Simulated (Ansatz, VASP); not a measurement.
## Two plane-wave programs on Cd

```
CELL_PARAMETERS angstrom
3.01485 0.00000 0.00000
-1.50743 2.61094 0.00000
0.00000 0.00000 5.82764
ATOMIC_POSITIONS crystal
Cd 0.33333 0.66667 0.25000
Cd 0.66667 0.33333 0.75000
```

Alike in both runs: task relaxation of cell and atoms; functional PBE; dispersion D3(BJ); k mesh 18 × 18 × 8; occupations gaussian, width 0.1 eV; no spin polarisation.

|  | VASP | Ansatz |
| --- | --- | --- |
| version | VASP 6.6.1 | Ansatz 0.2.0 |
| potentials or method | VASP PAW PBE potentials, release 64 (Cd), cutoff 600 eV | scalar-relativistic, plane waves, PAW |
| valence electrons in the cell | 24 | 40 |

VASP gave:

* gap on the k mesh at the Fermi level, each at its own relaxed structure (eV): none
* relaxed volume (Å³/atom): 21.37
* relaxed length of the cell vector where the two differ most in proportion (Å): 3.004

Question: Estimate Ansatz's values.

Answer: gap on the k mesh at the Fermi level, each at its own relaxed structure (eV): none; relaxed volume (Å³/atom): 21.28; relaxed length of the cell vector where the two differ most in proportion (Å): 2.997.

A gap of «none» marks a metal or a gap that the smearing closes. VASP's potentials hold 24 valence electrons a cell and Ansatz's 40, so a difference there can come from the potentials and not from the codes.
